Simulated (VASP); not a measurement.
# ZrNi (Cmcm) in VASP: a series of runs

Runs on ZrNi. Level: LDA. Tasks: single point.

Program: VASP 6.6.1. These are calculated values, not measurements. Logs are shortened: lines on timing, memory, paths and dates and some standing lists are left out, and cuts for length are marked.

### 1 The cell of the first run

Symmetry: Cmcm, No. 63, orthorhombic system. The conventional cell has a = 3.268 Å, b = 9.937 Å, c = 4.101 Å, α = 90.00°, β = 90.00°, γ = 90.00°. Within 3.5 Å of Zr (site symmetry m2m) lie 7 Ni at 2.68 to 2.77 Å and 8 Zr at 3.27 to 3.44 Å. Ni (site symmetry m2m) has 4 Ni at 2.62 to 3.27 Å and 7 Zr at 2.68 to 2.77 Å within 3.5 Å.

### 2 Single point, LDA, collinear spin, ferromagnetic start

Input file INCAR:

```
SYSTEM = ZrNi
  PREC = Accurate
  ENCUT = 520
  EDIFF = 1E-7
  ISMEAR = -1
  SIGMA = 0.08
  LREAL = .FALSE.
  LASPH = .TRUE.
  NELM = 150
  ALGO = Normal
  ISIF = 2
  LWAVE = .FALSE.
  LCHARG = .FALSE.
  ISPIN = 2
  MAGMOM = 0 0 1.5 1.5
  LORBIT = 11
  LMAXMIX = 4
  NBANDS = 34
```

Input file KPOINTS:

```
regular mesh
0
G
  8 8 6
  0 0 0
```

Input file POSCAR:

```
ZrNi
1.0
    1.6340000000     -4.9685000000      0.0000000000
    1.6340000000      4.9685000000      0.0000000000
    0.0000000000      0.0000000000      4.1010000000
Zr Ni
2 2
Direct
    0.6391000000      0.3609000000      0.2500000000
    0.3609000000      0.6391000000      0.7500000000
    0.9183000000      0.0817000000      0.2500000000
    0.0817000000      0.9183000000      0.7500000000
```

Potentials or basis: VASP PAW LDA potentials, release 64 (Zr_sv, Ni).

Command:

```console
> cat potpaw_LDA.64/Zr_sv/POTCAR potpaw_LDA.64/Ni/POTCAR > POTCAR
> mpirun -np 1 vasp_std > vasp.out
```

OUTCAR:

```text
SYSTEM = ZrNi
   PREC = Accurate
   ENCUT = 520
   EDIFF = 1E-7
   ISMEAR = -1
   LREAL = .FALSE.
   LASPH = .TRUE.
   NELM = 150
   ISIF = 2
   ISPIN = 2
   LORBIT = 11

 ion  position               nearest neighbor table
   1  0.639  0.361  0.250-   4 2.68   4 2.68   4 2.68   4 2.68   3 2.74   3 2.74   3 2.77   2 3.43
                             2 3.43   2 3.43   2 3.43   2 3.44   2 3.44
   2  0.361  0.639  0.750-   3 2.68   3 2.68   3 2.68   3 2.68   4 2.74   4 2.74   4 2.77   1 3.43
                             1 3.43   1 3.43   1 3.43   1 3.44   1 3.44
   3  0.918  0.082  0.250-   4 2.62   4 2.62   2 2.68   2 2.68   2 2.68   2 2.68   1 2.74   1 2.74
                             1 2.77
   4  0.082  0.918  0.750-   3 2.62   3 2.62   1 2.68   1 2.68   1 2.68   1 2.68   2 2.74   2 2.74
                             2 2.77

  LATTYP: Found a base centered orthorhombic cell.
 ALAT       =     3.2680000000
 B/A-ratio  =     3.0406976744
 C/A-ratio  =     1.2548959608

  Lattice vectors:

 A1 = (   1.6340000000,  -4.9685000000,   0.0000000000)
 A2 = (   1.6340000000,   4.9685000000,   0.0000000000)
 A3 = (   0.0000000000,   0.0000000000,   4.1010000000)

Analysis of symmetry for initial positions (statically):
=====================================================================
 Subroutine PRICEL returns:
 Original cell was already a primitive cell.

 Routine SETGRP: Setting up the symmetry group for a
 base centered orthorhombic supercell.

 Subroutine GETGRP returns: Found  8 space group operations
 (whereof  4 operations were pure point group operations)
 out of a pool of  8 trial point group operations.

The static configuration has the point symmetry C_2h.
 The point group associated with its full space group is D_2h.

Analysis of symmetry for dynamics (positions and initial velocities):
=====================================================================
 Subroutine PRICEL returns:
 Original cell was already a primitive cell.

 Routine SETGRP: Setting up the symmetry group for a
 base centered orthorhombic supercell.

 Subroutine GETGRP returns: Found  8 space group operations
 (whereof  4 operations were pure point group operations)
 out of a pool of  8 trial point group operations.

The dynamic configuration has the point symmetry C_2h.
 The point group associated with its full space group is D_2h.

Analysis of structural, dynamic, and magnetic symmetry:
=====================================================================
 Subroutine PRICEL returns:
 Original cell was already a primitive cell.

 Routine SETGRP: Setting up the symmetry group for a
 base centered orthorhombic supercell.

 Subroutine GETGRP returns: Found  8 space group operations
 (whereof  4 operations were pure point group operations)
 out of a pool of  8 trial point group operations.

The overall configuration has the point symmetry C_2h.
 The point group associated with its full space group is D_2h.

 Subroutine INISYM returns: Found  8 space group operations
 (whereof  4 operations are pure point group operations),
 and found     1 'primitive' translations

----------------------------------------------------------------------------------------

                                     Primitive cell

  volume of cell :      66.5882

  direct lattice vectors                    reciprocal lattice vectors
     1.634000000 -4.968500000  0.000000000     0.305997552 -0.100633994  0.000000000
     1.634000000  4.968500000  0.000000000     0.305997552  0.100633994  0.000000000
     0.000000000  0.000000000  4.101000000     0.000000000  0.000000000  0.243842965

  length of vectors
     5.230291412  5.230291412  4.101000000     0.322120634  0.322120634  0.243842965

  position of ions in fractional coordinates (direct lattice)
     0.639100000  0.360900000  0.250000000
     0.360900000  0.639100000  0.750000000
     0.918300000  0.081700000  0.250000000
     0.081700000  0.918300000  0.750000000

  ion indices of the primitive-cell ions
   primitive index   ion index
                 1           1
                 2           2
                 3           3
                 4           4

----------------------------------------------------------------------------------------

 KPOINTS: regular mesh

Automatic generation of k-mesh.
 Grid dimensions read from file:
 generate k-points for:    8    8    6

 Generating k-lattice:

  Cartesian coordinates                     Fractional coordinates (reciprocal lattice)
     0.038249694 -0.012579249  0.000000000     0.125000000  0.000000000  0.000000000
     0.038249694  0.012579249  0.000000000     0.000000000  0.125000000  0.000000000
     0.000000000  0.000000000  0.040640494     0.000000000  0.000000000  0.166666667

  Length of vectors
     0.040265079  0.040265079  0.040640494

  Shift w.r.t. Gamma in fractional coordinates (k-lattice)
     0.000000000  0.000000000  0.000000000

 Subroutine IBZKPT returns following result:
 ===========================================

 Found     84 irreducible k-points:

 Following reciprocal coordinates:
            Coordinates               Weight
  0.000000  0.000000  0.000000      1.000000
  0.125000  0.000000  0.000000      4.000000
  0.250000  0.000000  0.000000      4.000000
  0.375000  0.000000  0.000000      4.000000
  0.500000  0.000000  0.000000      2.000000
  0.125000  0.125000  0.000000      2.000000
[... 16 lines left out ...]
  0.125000  0.000000  0.166667      8.000000
  0.250000  0.000000  0.166667      8.000000
 [... further k-points ...]
   k-points           NKPTS =     84   k-points in BZ     NKDIM =     84   number of bands    NBANDS=     34
   number of dos      NEDOS =    301   number of ions     NIONS =      4
   total plane-waves  NPLWV =  51200
   dimension x,y,z NGX =    40 NGY =   40 NGZ =   32
   dimension x,y,z NGXF=    80 NGYF=   80 NGZF=   64
   ions per type =               2   2
   NGX,Y,Z   is equivalent  to a cutoff of  12.71, 12.71, 12.97 a.u.
   NGXF,Y,Z  is equivalent  to a cutoff of  25.43, 25.43, 25.94 a.u.
 SYSTEM =  ZrNi
   PREC   = accura    normal or accurate (medium, high low for compatibility)
   ISTART =      0    job   : 0-new  1-cont  2-samecut
   ICHARG =      2    charge: 1-file 2-atom 10-const
   ISPIN  =      2    spin polarized calculation?
   LNONCOLLINEAR =      F non collinear calculations
   LSORBIT =      F    spin-orbit coupling
   LASPH  =      T    aspherical Exc in radial PAW
   ENCUT  =  520.0 eV  38.22 Ry    6.18 a.u.   9.72  9.72  7.63*2*pi/ulx,y,z
   NELM   =    150;   NELMIN=  2; NELMDL= -5     # of ELM steps
   EDIFF  = 0.1E-06   stopping-criterion for ELM
   LREAL  =      F    real-space projection
   EDIFFG = 0.1E-05   stopping-criterion for IOM
   NSW    =      0    number of steps for IOM
   IBRION =     -1    ionic relax: 0-MD 1-quasi-New 2-CG
   NFREE  =      0    steps in history (QN), initial steepest desc. (CG)
   ISIF   =      2    stress and relaxation
   ISYM   =      2    0-nonsym 1-usesym 2-fastsym
   POTIM  = 0.5000    time-step for ionic-motion
   TEBEG  =    0.0;   TEEND  =   0.0 temperature during run
   PSTRESS=    0.0 pullay stress
   NELECT =      44.0000    total number of electrons
   NUPDOWN=      -1.0000    fix difference up-down
   EMIN   =  10.00;   EMAX   =-10.00  energy-range for DOS
   EFERMI =   0.00;   METHOD = LEGACY
   ISMEAR =    -1;   SIGMA  =   0.08  broadening in eV -4-tet -1-fermi 0-gaus
   EFERMI_NEDOS =   21; number of points for ismear=-14 and -15
   IALGO  =     38    algorithm
   IMIX   =      4    mixing-type and parameters
     AMIX     =   0.40;   BMIX     =  1.00
     AMIX_MAG =   1.60;   BMIX_MAG =  1.00
  volume/ion in A,a.u.               =      16.65       112.34
  Fermi-wavevector in a.u.,A,eV,Ry     =   1.425914  2.694587 27.663786  2.033231
  Thomas-Fermi vector in A             =   2.546247
   LORBIT       =     11    0 simple, 1 ext, 2 COOP (PROOUT), +10 PAW based schemes
   GGA     = CA    functional components
   LHFCALC =     F    Hartree Fock is set to
   AEXX    =    0.0000 exact exchange contribution
   IVDW    =     0    specifies the selected vdW correction
   LEPSILON=     F    determine dielectric tensor
   LRPA    =     F    only Hartree local field effects (RPA)
 spin polarized calculation
  energy-cutoff  :      520.00
  volume of cell :       66.59
 maximum number of plane-waves:      1812
   NGX = 19   NGY = 19   NGZ = 15

 number of electron      44.0000001 magnetization      -0.0001061

 number of electron      44.0000001 magnetization       0.0000723

 Free energy of the ion-electron system (eV)
  ---------------------------------------------------
  ext. energy  EPLUGINS =         0.00000000
  ---------------------------------------------------
  free energy    TOTEN  =       -33.62719824 eV

  energy without entropy =      -33.56192978  energy(sigma->0) =      -33.59456401

 E-fermi :   9.1995     XC(G=0): -12.1604

 val. band max:        9.1787820770   @ k =   0.2500   0.0000   0.0000
 cond. band min:       9.2015170624   @ k =  -0.3750   0.2500   0.1667
 fundamental gap:      0.0227349854
 Fermi energy:         9.1994763211

 spin component 1

 k-point     1 :       0.0000    0.0000    0.0000
  band No.  band energies     occupation
      1     -39.3616      1.00000
      2     -39.2978      1.00000
      3     -17.6946      1.00000
      4     -17.6447      1.00000
      5     -17.4004      1.00000
      6     -17.3481      1.00000
[... 877 lines left out ...]
     33      17.8533      0.00000
     34      18.1021      0.00000

 [... further k-points ...]

 spin component 2

 k-point     1 :       0.0000    0.0000    0.0000
  band No.  band energies     occupation
      1     -39.3616      1.00000
      2     -39.2978      1.00000
      3     -17.6947      1.00000
      4     -17.6447      1.00000
      5     -17.4004      1.00000
      6     -17.3481      1.00000
[... 877 lines left out ...]
     33      17.8533      0.00000
     34      18.1018      0.00000

 [... further k-points ...]
[... 5 lines left out ...]
  --------------------------------------------------------------------------------------
  -------------------------------------------------------------------------------------
  Total       -2.9817040     -3.5941298     -3.9518102      0.0000000     -0.0000000      0.0000000
  in kB      -71.7427457    -86.4783166    -95.0844613      0.0000000     -0.0000000      0.0000000
  external PRESSURE =     -84.4351746 kB  Pullay stress =       0.0000000 kB

 VOLUME and BASIS-vectors are now :
 -----------------------------------------------------------------------------
  energy-cutoff  :      520.00
  volume of cell :       66.59
      direct lattice vectors                 reciprocal lattice vectors
     1.634000000 -4.968500000  0.000000000     0.305997552 -0.100633994  0.000000000
     1.634000000  4.968500000  0.000000000     0.305997552  0.100633994  0.000000000
     0.000000000  0.000000000  4.101000000     0.000000000  0.000000000  0.243842965

 POSITION                                       TOTAL-FORCE (eV/Angst)
 -----------------------------------------------------------------------------------
      1.63400     -1.38224      1.02525         0.000000      0.157009      0.000000
      1.63400      1.38224      3.07575         0.000000     -0.157009      0.000000
      1.63400     -4.15665      1.02525         0.000000     -0.043653     -0.000000
      1.63400      4.15665      3.07575         0.000000      0.043653     -0.000000
 -----------------------------------------------------------------------------------
    total drift:                               -0.000000     -0.000000      0.000000

  FREE ENERGIE OF THE ION-ELECTRON SYSTEM (eV)
  ---------------------------------------------------
  free  energy   TOTEN  =       -33.6271982410 eV

  energy  without entropy=      -33.5619297825  energy(sigma->0) =      -33.59456401

 total charge

# of ion       s       p       d       tot
------------------------------------------
    1        2.224   5.985   1.583   9.792
    2        2.224   5.985   1.583   9.792
    3        0.601   0.465   8.335   9.401
    4        0.601   0.465   8.335   9.401
--------------------------------------------------
tot          5.650  12.899  19.837  38.386

 magnetization (x)

# of ion       s       p       d       tot
------------------------------------------
    1        0.000  -0.000  -0.000  -0.000
    2        0.000  -0.000  -0.000  -0.000
    3        0.000   0.000   0.000   0.000
    4        0.000   0.000   0.000   0.000
--------------------------------------------------
tot          0.000  -0.000   0.000   0.000
```

It took 5.8 min on 1 thread of Intel Xeon Platinum 8559C (Emerald Rapids), shared host; peak memory 0.39 GiB.

What came out:

| Quantity | Value |
| --- | --- |
| Free energy | -33.6272 eV |
| Pressure | -8.4 GPa |
| Largest force | 0.157 eV/Å |
| Band gap on the k mesh | zero (filled and empty bands overlap) |
| Net moment | 0.00 μB per cell |
| Valence electrons inside the program's atomic spheres | Zr 9.79; Ni 9.40 |

Forces on the atoms (eV/Å):
```
Zr   0.000  0.157  0.000
Zr   0.000 -0.157  0.000
Ni   0.000 -0.044  0.000
Ni   0.000  0.044  0.000
```

Levels at points of the mesh, in eV from the Fermi level:
Spin up:
```
           k point  band 20  band 21  band 22  band 23  band 24  band 25
(0.00, 0.00, 0.00)    -1.57     0.08     0.35     0.49     1.01     2.21
(0.50, 0.00, 0.00)    -1.37    -1.33    -0.86     0.08     0.36     0.88
(0.50, 0.50, 0.00)    -1.73    -0.57     0.29     0.38     1.24     1.25
(0.00, 0.00, 0.50)    -1.72    -0.56    -0.56     0.55     0.55     1.10
(0.50, 0.00, 0.50)    -1.38    -0.13    -0.13     0.08     0.08     0.77
(0.50, 0.50, 0.50)    -1.78    -1.04    -1.04     0.83     0.83     2.00
```
Spin down:
| k point | band 18 | band 19 | band 20 | band 21 | band 22 | band 23 | band 24 | band 25 | band 26 | band 27 |
| --- | --- | --- | --- | --- | --- | --- | --- | --- | --- | --- |
| (0.00, 0.00, 0.00) | -1.85 | -1.71 | -1.57 | 0.08 | 0.35 | 0.49 | 1.01 | 2.21 | 2.38 | 2.56 |
| (0.50, 0.00, 0.00) | -1.78 | -1.43 | -1.37 | -1.33 | -0.86 | 0.08 | 0.36 | 0.88 | 1.96 | 2.38 |
| (0.50, 0.50, 0.00) | -1.88 | -1.81 | -1.73 | -0.57 | 0.29 | 0.38 | 1.24 | 1.25 | 2.26 | 2.48 |
| (0.00, 0.00, 0.50) | -1.81 | -1.72 | -1.72 | -0.56 | -0.56 | 0.55 | 0.55 | 1.10 | 1.10 | 2.26 |
| (0.50, 0.00, 0.50) | -1.74 | -1.38 | -1.38 | -0.13 | -0.13 | 0.08 | 0.08 | 0.77 | 0.77 | 3.49 |
| (0.50, 0.50, 0.50) | -2.36 | -1.78 | -1.78 | -1.04 | -1.04 | 0.83 | 0.83 | 2.00 | 2.00 | 2.23 |

Caveat: the cell stands under tension; the moments typed at the start vanished in this run.

### 3 Single point, LDA (13.65 Å³/atom)

This run uses another cell than the first one, of 13.65 Å³/atom.

Input file INCAR:

```
SYSTEM = ZrNi
ALGO = Normal ; EDIFF = 1E-6
ENCUT = 520 ; GGA = CA
ISIF = 2 ; ISMEAR = -1
LASPH = .TRUE. ; LCHARG = .FALSE.
LREAL = .FALSE. ; LWAVE = .FALSE.
NBANDS = 30 ; NELM = 100
PREC = Accurate ; SIGMA = 0.08
```

Input file KPOINTS:

```
k-points
0
G
  8 8 6
  0 0 0
```

Input file POSCAR:

```
ZrNi
1.0
    1.5294079252     -4.6504671215      0.0000000000
    1.5294079252      4.6504671215      0.0000000000
    0.0000000000      0.0000000000      3.8384956556
Zr Ni
2 2
Direct
    0.6391000000      0.3609000000      0.2500000000
    0.3609000000      0.6391000000      0.7500000000
    0.9183000000      0.0817000000      0.2500000000
    0.0817000000      0.9183000000      0.7500000000
```

Potentials or basis: VASP PAW LDA potentials, release 64 (Zr_sv, Ni).

Command:

```console
> cat potpaw_LDA.64/Zr_sv/POTCAR potpaw_LDA.64/Ni/POTCAR > POTCAR
> mpirun -np 1 vasp_std > vasp.out
```

It took 93 s on 1 thread of Intel Xeon Platinum 8559C (Emerald Rapids), shared host; peak memory 0.24 GiB.

Results (log left out):

| Quantity | Value |
| --- | --- |
| Free energy | -33.0142 eV |
| Pressure | 30.9 GPa |
| Largest force | 0.679 eV/Å |
| Band gap on the k mesh | zero (bands 22 and 23 overlap by 1.00 eV) |

Forces on the atoms (eV/Å):
```
Zr   0.000 -0.679  0.000
Zr   0.000  0.679  0.000
Ni   0.000  0.265  0.000
Ni   0.000 -0.265  0.000
```

Stress tensor (GPa, compression positive):
```
30.31  0.00  0.00
 0.00 31.02  0.00
 0.00  0.00 31.33
```

Levels at points of the mesh, in eV from the Fermi level:
| k point | band 18 | band 19 | band 20 | band 21 | band 22 | band 23 | band 24 | band 25 | band 26 | band 27 |
| --- | --- | --- | --- | --- | --- | --- | --- | --- | --- | --- |
| (0.00, 0.00, 0.00) | -2.42 | -2.20 | -2.01 | 0.31 | 0.38 | 0.47 | 1.17 | 2.54 | 2.82 | 3.32 |
| (0.50, 0.00, 0.00) | -2.27 | -1.83 | -1.81 | -1.75 | -1.12 | 0.18 | 0.74 | 1.02 | 2.30 | 2.83 |
| (0.50, 0.50, 0.00) | -2.35 | -2.35 | -2.28 | -0.85 | 0.22 | 0.45 | 1.39 | 1.50 | 2.70 | 3.00 |
| (0.00, 0.00, 0.50) | -2.28 | -2.25 | -2.25 | -0.67 | -0.67 | 0.67 | 0.67 | 1.18 | 1.18 | 2.73 |
| (0.50, 0.00, 0.50) | -2.20 | -1.75 | -1.75 | -0.04 | -0.04 | 0.06 | 0.06 | 1.06 | 1.06 | 4.32 |
| (0.50, 0.50, 0.50) | -2.93 | -2.30 | -2.30 | -1.01 | -1.01 | 0.88 | 0.88 | 2.35 | 2.35 | 2.69 |

Caveat: the cell stands under pressure.

The gap in the log of VASP goes by the Fermi energy; the results here count the filled bands.